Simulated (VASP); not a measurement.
A run of VASP 6.6.1 is set up as follows.

INCAR

```
ALGO = Normal
EDIFF = 1E-6
ENCUT = 520
GGA = PE
ISIF = 2
ISMEAR = -1
LASPH = True
LCHARG = False
LREAL = False
LWAVE = False
NBANDS = 12
NELM = 60
PREC = Accurate
SIGMA = 0.1
```

The input KPOINTS:

```
k-points
0
Gamma
  24 24 24
```

The input POSCAR:

```
V
1.0
   -1.5568926329      1.5568926329      1.5568926329
    1.5568926329     -1.5568926329      1.5568926329
    1.5568926329      1.5568926329     -1.5568926329
V
1
Direct
    0.0000000000      0.0000000000      0.0000000000
```

Potentials or basis: VASP PAW PBE potentials, release 64 (V_sv).

The run is started by

```sh
$ cat potpaw_PBE.64/V_sv/POTCAR > POTCAR
$ mpirun -np 1 vasp_std > vasp.out
```

Task: Predict the pressure.

Result: -16.3 GPa.
